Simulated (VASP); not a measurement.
# Al (P1) in VASP: single point with LDA

Aim: the single point of Al with LDA.

All numbers are computed with VASP 6.6.1; they aren't measurements. Logs are shortened: lines on timing, memory, paths and dates and some standing lists are left out, and cuts for length are marked.

### Step 1. The cell of the first run

The typed cell holds 8 atoms: a = 5.585 Å, b = 5.749 Å, c = 6.127 Å, α = 65.96°, β = 52.86°, γ = 65.54°.

### Step 2. Single point, LDA

INCAR

```
SYSTEM = Al
PREC     = Accurate       ! precision mode
ENCUT    = 520            ! plane-wave cutoff, eV
EDIFF    = 1E-7           ! SCF threshold, eV
ISMEAR   = 0              ! smearing method
SIGMA    = 0.15           ! smearing width, eV
LREAL    = .FALSE.        ! projectors in reciprocal space
LASPH    = .TRUE.         ! aspherical terms in the spheres
NELM     = 100            ! most SCF steps
ALGO     = Fast           ! electronic algorithm
ISIF     = 2              ! what is computed and relaxed
LWAVE    = .FALSE.        ! write WAVECAR
LCHARG   = .FALSE.        ! write CHGCAR
NBANDS   = 22             ! bands
```

KPOINTS

```
Automatic mesh
0
G
  8 8 8
  0 0 0
```

POSCAR

```
Al
1.0
   -0.1853565362      4.3595071568     -3.4865703318
   -4.1328642550     -0.3120366170     -3.9839634850
   -3.9540531180      4.6780891730      0.1332254800
Al
8
Direct
    0.4995504413      0.6255893393      0.0002211347
    0.0006249770      0.6237019311     -0.0002954644
    0.4995364037      0.1255834044      0.0002283961
    0.0006434865      0.1236851520     -0.0003177783
    0.5002281851      0.3752160022      0.4996124525
   -0.0004902334      0.3755237271      0.5005084054
    0.5003156428     -0.1248012507      0.4995665321
   -0.0004089031     -0.1244983054      0.5004763218
```

Potentials or basis: VASP PAW LDA potentials, release 64 (Al).

Started as:

```bash
$ cat potpaw_LDA.64/Al/POTCAR > POTCAR
$ mpirun -np 1 vasp_std > vasp.out
```

OUTCAR:

```text
SYSTEM = Al
   PREC = Accurate
   ENCUT = 520
   EDIFF = 1E-7
   ISMEAR = 0
   LREAL = .FALSE.
   LASPH = .TRUE.
   NELM = 100
   ISIF = 2

 ion  position               nearest neighbor table
   1  0.500  0.626  0.000-   2 2.79   2 2.79   5 2.80   7 2.81   3 2.87   3 2.87   8 2.94   6 2.94
                             6 3.03   8 3.03   4 3.06   4 3.08
   2  0.001  0.624  1.000-   1 2.79   1 2.79   8 2.80   6 2.80   4 2.87   4 2.87   5 2.94   7 2.94
                             5 3.03   7 3.03   3 3.06   3 3.08
   3  0.500  0.126  0.000-   4 2.79   4 2.79   7 2.80   5 2.81   1 2.87   1 2.87   6 2.94   8 2.94
                             8 3.03   6 3.03   2 3.06   2 3.08
   4  0.001  0.124  1.000-   3 2.79   3 2.79   6 2.80   8 2.80   2 2.87   2 2.87   7 2.94   5 2.94
                             7 3.03   5 3.03   1 3.06   1 3.08
   5  0.500  0.375  0.500-   6 2.79   6 2.79   1 2.80   3 2.81   7 2.87   7 2.87   2 2.94   4 2.94
                             2 3.03   4 3.03   8 3.07   8 3.07
   6  1.000  0.376  0.501-   5 2.79   5 2.79   4 2.80   2 2.80   8 2.87   8 2.87   3 2.94   1 2.94
                             1 3.03   3 3.03   7 3.07   7 3.07
   7  0.500  0.875  0.500-   8 2.79   8 2.79   3 2.80   1 2.81   5 2.87   5 2.87   4 2.94   2 2.94
                             4 3.03   2 3.03   6 3.07   6 3.07
   8  1.000  0.876  0.500-   7 2.79   7 2.79   2 2.80   4 2.80   6 2.87   6 2.87   1 2.94   3 2.94
                             3 3.03   1 3.03   5 3.07   5 3.07

  LATTYP: Found a triclinic cell.
 ALAT       =     7.6385504776
 B/A-ratio  =     0.8472588177
 C/A-ratio  =     1.8249547857
 COS(alpha) =     0.0120410309
 COS(beta)  =     0.6950621388
 COS(gamma) =     0.6982466276

  Lattice vectors:

 A1 = (   0.3641676732,   0.6306186332,   7.6037592968)
 A2 = (   0.1788111370,   4.9901257900,   4.1171889650)
 A3 = (  -3.3979835094,  -8.4004322974,  10.5929364754)

Analysis of symmetry for initial positions (statically):
=====================================================================
 Subroutine PRICEL returns:
 Original cell was already a primitive cell.

 Routine SETGRP: Setting up the symmetry group for a
 triclinic supercell.

 Subroutine GETGRP returns: Found  1 space group operations
 (whereof  1 operations were pure point group operations)
 out of a pool of  2 trial point group operations.

The static configuration has the point symmetry C_1 .

Analysis of symmetry for dynamics (positions and initial velocities):
=====================================================================
 Subroutine PRICEL returns:
 Original cell was already a primitive cell.

 Routine SETGRP: Setting up the symmetry group for a
 triclinic supercell.

 Subroutine GETGRP returns: Found  1 space group operations
 (whereof  1 operations were pure point group operations)
 out of a pool of  2 trial point group operations.

The dynamic configuration has the point symmetry C_1 .

 Subroutine INISYM returns: Found  1 space group operations
 (whereof  1 operations are pure point group operations),
 and found     1 'primitive' translations

----------------------------------------------------------------------------------------

                                     Primitive cell

  volume of cell :     139.3388

  direct lattice vectors                    reciprocal lattice vectors
    -0.185356536  4.359507157 -3.486570332     0.133457232  0.117005534 -0.147609444
    -4.132864255 -0.312036617 -3.983963485    -0.121224592 -0.099116559 -0.117487829
    -3.954053118  4.678089173  0.133225480    -0.132454565  0.098113893  0.129720469

  length of vectors
     5.585322943  5.748904143  6.126728605     0.230845566  0.195762315  0.209756878

  position of ions in fractional coordinates (direct lattice)
     0.499550441  0.625589339  0.000221135
     0.000624977  0.623701931  0.999704536
     0.499536404  0.125583404  0.000228396
     0.000643487  0.123685152  0.999682222
     0.500228185  0.375216002  0.499612453
     0.999509767  0.375523727  0.500508405
     0.500315643  0.875198749  0.499566532
     0.999591097  0.875501695  0.500476322

  ion indices of the primitive-cell ions
   primitive index   ion index
                 1           1
                 2           2
                 3           3
                 4           4
                 5           5
                 6           6
                 7           7
                 8           8

----------------------------------------------------------------------------------------

 KPOINTS: Automatic mesh

Automatic generation of k-mesh.
 Grid dimensions read from file:
 generate k-points for:    8    8    8

 Generating k-lattice:

  Cartesian coordinates                     Fractional coordinates (reciprocal lattice)
     0.016682154  0.014625692 -0.018451180     0.125000000  0.000000000 -0.000000000
    -0.015153074 -0.012389570 -0.014685979     0.000000000  0.125000000  0.000000000
    -0.016556821  0.012264237  0.016215059     0.000000000  0.000000000  0.125000000

  Length of vectors
     0.028855696  0.024470289  0.026219610

  Shift w.r.t. Gamma in fractional coordinates (k-lattice)
     0.000000000  0.000000000  0.000000000

 Subroutine IBZKPT returns following result:
 ===========================================

 Found    260 irreducible k-points:

 Following reciprocal coordinates:
            Coordinates               Weight
  0.000000  0.000000  0.000000      1.000000
  0.125000  0.000000  0.000000      2.000000
  0.250000  0.000000  0.000000      2.000000
  0.375000  0.000000 -0.000000      2.000000
  0.500000  0.000000  0.000000      1.000000
 -0.000000  0.125000  0.000000      2.000000
[... 16 lines left out ...]
  0.125000  0.375000  0.000000      2.000000
  0.250000  0.375000  0.000000      2.000000
 [... further k-points ...]
   k-points           NKPTS =    260   k-points in BZ     NKDIM =    260   number of bands    NBANDS=     22
   number of dos      NEDOS =    301   number of ions     NIONS =      8
   total plane-waves  NPLWV =  96768
   dimension x,y,z NGX =    42 NGY =   48 NGZ =   48
   dimension x,y,z NGXF=    84 NGYF=   96 NGZF=   96
   ions per type =               8
   NGX,Y,Z   is equivalent  to a cutoff of  12.50, 13.88, 13.02 a.u.
   NGXF,Y,Z  is equivalent  to a cutoff of  25.00, 27.76, 26.05 a.u.
 SYSTEM =  Al
   PREC   = accura    normal or accurate (medium, high low for compatibility)
   ISTART =      0    job   : 0-new  1-cont  2-samecut
   ICHARG =      2    charge: 1-file 2-atom 10-const
   ISPIN  =      1    spin polarized calculation?
   LNONCOLLINEAR =      F non collinear calculations
   LSORBIT =      F    spin-orbit coupling
   LASPH  =      T    aspherical Exc in radial PAW
   ENCUT  =  520.0 eV  38.22 Ry    6.18 a.u.  10.38 10.69 11.39*2*pi/ulx,y,z
   NELM   =    100;   NELMIN=  2; NELMDL= -5     # of ELM steps
   EDIFF  = 0.1E-06   stopping-criterion for ELM
   LREAL  =      F    real-space projection
   EDIFFG = 0.1E-05   stopping-criterion for IOM
   NSW    =      0    number of steps for IOM
   IBRION =     -1    ionic relax: 0-MD 1-quasi-New 2-CG
   NFREE  =      0    steps in history (QN), initial steepest desc. (CG)
   ISIF   =      2    stress and relaxation
   ISYM   =      2    0-nonsym 1-usesym 2-fastsym
   POTIM  = 0.5000    time-step for ionic-motion
   TEBEG  =    0.0;   TEEND  =   0.0 temperature during run
   PSTRESS=    0.0 pullay stress
   NELECT =      24.0000    total number of electrons
   NUPDOWN=      -1.0000    fix difference up-down
   EMIN   =  10.00;   EMAX   =-10.00  energy-range for DOS
   EFERMI =   0.00;   METHOD = LEGACY
   ISMEAR =     0;   SIGMA  =   0.15  broadening in eV -4-tet -1-fermi 0-gaus
   EFERMI_NEDOS =   21; number of points for ismear=-14 and -15
   IALGO  =     68    algorithm
   IMIX   =      4    mixing-type and parameters
     AMIX     =   0.40;   BMIX     =  1.00
     AMIX_MAG =   1.60;   BMIX_MAG =  1.00
  volume/ion in A,a.u.               =      17.42       117.54
  Fermi-wavevector in a.u.,A,eV,Ry     =   0.910866  1.721288 11.288445  0.829677
  Thomas-Fermi vector in A             =   2.035079
   LORBIT       =      0    0 simple, 1 ext, 2 COOP (PROOUT), +10 PAW based schemes
   GGA     = CA    functional components
   LHFCALC =     F    Hartree Fock is set to
   AEXX    =    0.0000 exact exchange contribution
   IVDW    =     0    specifies the selected vdW correction
   LEPSILON=     F    determine dielectric tensor
   LRPA    =     F    only Hartree local field effects (RPA)
 non-spin polarized calculation
 RMM-DIIS sequential band-by-band and
 Gauss-broadening in eV      SIGMA  =   0.15
  energy-cutoff  :      520.00
  volume of cell :      139.34
 maximum number of plane-waves:      3774
 NGX is ok and might be reduce to    42
   NGX = 21   NGY = 21   NGZ = 23

 number of electron      24.0000000 magnetization

 Free energy of the ion-electron system (eV)
  ---------------------------------------------------
  ext. energy  EPLUGINS =         0.00000000
  ---------------------------------------------------
  free energy    TOTEN  =       -33.08563490 eV

  energy without entropy =      -33.04837346  energy(sigma->0) =      -33.06700418

 E-fermi :   7.2086     XC(G=0): -10.1409

 val. band max:        7.2058017431   @ k =   0.5000   0.1250   0.1250
 cond. band min:       7.2087336215   @ k =   0.2500  -0.1250   0.2500
 fundamental gap:      0.0029318784
 Fermi energy:         7.2085670190

 k-point     1 :       0.0000    0.0000    0.0000
  band No.  band energies     occupation
      1      -3.4967      2.00000
      2       2.0377      2.00000
      3       2.0409      2.00000
      4       2.8505      2.00000
      5       2.8728      2.00000
      6       3.0933      2.00000
[... 14 lines left out ...]
     21      12.3193      0.00000
     22      13.1603      0.00000

 k-point     2 :       0.1250    0.0000    0.0000
  band No.  band energies     occupation
      1      -3.3738      2.00000
      2       1.7907      2.00000
      3       2.0796      2.00000
      4       2.3506      2.00000
      5       2.3954      2.00000
      6       2.5175      2.00000
[... 14 lines left out ...]
     21      12.6754      0.00000
     22      13.0658      0.00000
[... 523 lines left out ...]
     21      12.1476      0.00000
     22      12.4031      0.00000

 k-point    24 :       0.2500    0.3750    0.0000
  band No.  band energies     occupation
      1      -2.5012      2.00000
      2      -0.3523      2.00000
      3       0.8628      2.00000
      4       1.0660      2.00000
      5       1.6065      2.00000
      6       2.4597      2.00000
[... 14 lines left out ...]
     21      12.4157      0.00000
     22      12.7665      0.00000

 [... further k-points ...]
[... 5 lines left out ...]
  --------------------------------------------------------------------------------------
  -------------------------------------------------------------------------------------
  Total       -5.8725584     -3.4371330     -4.8998649     -1.5477760     -0.6777603      0.5570996
  in kB      -67.5252160    -39.5216420    -56.3407659    -17.7969980     -7.7931814      6.4057718
  external PRESSURE =     -54.4625413 kB  Pullay stress =       0.0000000 kB

 VOLUME and BASIS-vectors are now :
 -----------------------------------------------------------------------------
  energy-cutoff  :      520.00
  volume of cell :      139.34
      direct lattice vectors                 reciprocal lattice vectors
    -0.185356536  4.359507157 -3.486570332     0.133457232  0.117005534 -0.147609444
    -4.132864255 -0.312036617 -3.983963485    -0.121224592 -0.099116559 -0.117487829
    -3.954053118  4.678089173  0.133225480    -0.132454565  0.098113893  0.129720469

 POSITION                                       TOTAL-FORCE (eV/Angst)
 -----------------------------------------------------------------------------------
     -2.67895      1.98362     -4.23401         0.001059     -0.001204      0.000017
     -6.53068      4.48481     -2.35380        -0.002053      0.000454     -0.001261
     -0.61251      2.13961     -2.24196         0.000865     -0.001210     -0.000309
     -4.46409      4.64081     -0.36182        -0.002559      0.000485     -0.001350
     -3.61893      4.40090     -3.17237         0.000963      0.001609      0.002084
     -3.71629      6.58162     -4.91425         0.000897     -0.000745     -0.000804
     -5.68513      4.24505     -5.16459         0.000402      0.001576      0.002320
     -5.78252      6.42581     -6.90644         0.000426     -0.000964     -0.000696
 -----------------------------------------------------------------------------------
    total drift:                               -0.000001     -0.000001     -0.000000

  FREE ENERGIE OF THE ION-ELECTRON SYSTEM (eV)
  ---------------------------------------------------
  free  energy   TOTEN  =       -33.0856349027 eV

  energy  without entropy=      -33.0483734612  energy(sigma->0) =      -33.06700418
```

Run time: 11 min. Hardware: 1 thread of Intel Xeon Platinum 8488C (Sapphire Rapids), shared host; peak memory 0.62 GiB.

What came out:

| Quantity | Value |
| --- | --- |
| Free energy | -33.0856 eV |
| Pressure | -5.4 GPa |
| Band gap on the k mesh | zero (band 12 reaches 8.55 eV, above the bottom of band 13 at 5.38 eV) |

Forces on the atoms (eV/Å):
```
Al   0.001 -0.001  0.000
Al  -0.002  0.000 -0.001
Al   0.001 -0.001  0.000
Al  -0.003  0.000 -0.001
Al   0.001  0.002  0.002
Al   0.001 -0.001 -0.001
Al   0.000  0.002  0.002
Al   0.000 -0.001 -0.001
```

Caveat: the cell differs from its parent crystal (all atoms moved at random, sigma 0.1 Å a component, cell strained at random, sigma 0.1, then relaxed in part).
